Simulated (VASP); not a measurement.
Here is a VASP 6.6.1 calculation.

INCAR

```
ALGO = Normal
EDIFF = 1E-6
EDIFFG = -0.01
ENCUT = 600
GGA = RP
IBRION = 2
ISIF = 3
ISMEAR = -1
LASPH = True
LCHARG = False
LREAL = False
LWAVE = False
NELM = 80
NSW = 60
PREC = Accurate
SIGMA = 0.05
```

KPOINTS

```
k-points
0
Gamma
  8 8 4
```

The input POSCAR:

```
Si
1.0
    3.8313174605      0.0000000000      0.0000000000
   -1.9156587303      3.3180182508      0.0000000000
    0.0000000000      0.0000000000      6.3326220002
Si
4
Direct
    0.6666666667      0.3333333333      0.9369905000
    0.3333333333      0.6666666667      0.4369905000
    0.6666666667      0.3333333333      0.5630095000
    0.3333333333      0.6666666667      0.0630095000
```

Potentials or basis: VASP PAW PBE potentials, release 64 (Si).

Launch:

```bash
$ cat potpaw_PBE.64/Si/POTCAR > POTCAR
$ mpirun -np 1 vasp_std > vasp.out
```

Problem. Estimate the band gap on the k mesh.

Solution. 0.54 eV (least direct gap 1.02 eV).

Problem. Predict the relaxed volume.

Solution. 20.75 Å³/atom.

Problem. Predict the relaxed cell.

Solution. a = 3.871 Å, b = 3.871 Å, c = 6.394 Å, α = 90.00°, β = 90.00°, γ = 120.00°.

Problem. Predict the space group after relaxing (to 0.1 Å).

Solution. P6_3/mmc (No. 194).

The path:
```tsv
step	energy change (eV)	largest force (eV/Å)	pressure (GPa)	volume (Å³)
1	0.0000	0.0065	2.80	80.50
2	-0.0126	0.0219	-1.62	84.67
3	-0.0212	0.0164	0.01	83.00
4	-0.0212	0.0165	-0.05	83.05
5	-0.0212	0.0016	0.02	82.99
```

Caveat: semilocal functionals underestimate gaps, and a narrow one can read as zero; the PAW data sets were made with another functional, which shifts forces and pressure a little. A k mesh can miss the band edges.
